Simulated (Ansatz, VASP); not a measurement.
Two plane-wave programs on BN

```xyz
8
Lattice="2.1759 -1.2562 0.0308 -2.1757 -3.7685 0.0424 0.5778 1.3751 -8.3109" Properties=species:S:1:pos:R:3 pbc="T T T"
B     0.5429   -3.6473   -8.2327
B    -0.7635   -3.7115   -4.0918
B     0.5428   -1.1349   -8.2692
B     1.4123   -2.4554   -4.0975
N    -0.9077   -1.1348   -8.2774
N    -0.0382   -2.4553   -4.1057
N     1.2681    0.1214   -8.2832
N    -0.0383    0.0571   -4.1423
```

Change from the starting cell: cell x4, atoms moved at random (sigma 0.1 Å) and cell strained at random (1.5 %), then relaxed without symmetry.

Alike in both runs: functional PBE; k mesh 6 × 4 × 2; occupations gaussian, width 0.1 eV; no spin polarisation.

Ansatz relaxed the structure, and its values are those at the end. VASP's run is a single point on that final structure, the one shown.

```csv
,VASP,Ansatz
version,VASP 6.6.1,Ansatz 0.2.0
potentials or method,"VASP PAW PBE potentials, release 64 (B, N), cutoff 520 eV","scalar-relativistic, plane waves, PAW"
valence electrons in the cell,32,32
```

Ansatz gave:

```
gap on the k mesh at the Fermi level (eV) : 4.39
least direct gap on the mesh (eV)         : 4.61
pressure (GPa)                            : -0.1
```

Task: Which values does VASP return?

Result: gap on the k mesh at the Fermi level (eV): 4.39; least direct gap on the mesh (eV): 4.61; pressure (GPa): 0.0.
